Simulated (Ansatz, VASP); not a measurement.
## Mo: VASP beside Ansatz

```
Mo
1.0
    -1.57100    1.57100    1.57100
     1.57100   -1.57100    1.57100
     1.57100    1.57100   -1.57100
Mo
1
Direct
  0.00000 0.00000 0.00000
```

Alike in both runs: task single point; functional LDA; k mesh 8 × 8 × 8; occupations gaussian, width 0.1 eV; no spin polarisation.

```csv
,VASP,Ansatz
version,VASP 6.6.1,Ansatz 0.2.0
potentials or method,"VASP PAW LDA potentials, release 64 (Mo_sv), cutoff 500 eV","scalar-relativistic, plane waves, PAW"
valence electrons in the cell,14,14
```

|  | VASP | Ansatz | Ansatz less VASP |
| --- | --- | --- | --- |
| gap on the k mesh at the Fermi level (eV) | none | none | - |
| pressure (GPa) | -6.5 | -7.6 | -1.08 |

LDA's correlation is that of Perdew and Zunger in VASP and of Perdew and Wang (1992) in Ansatz. A gap of «none» marks a metal or a gap that the smearing closes.
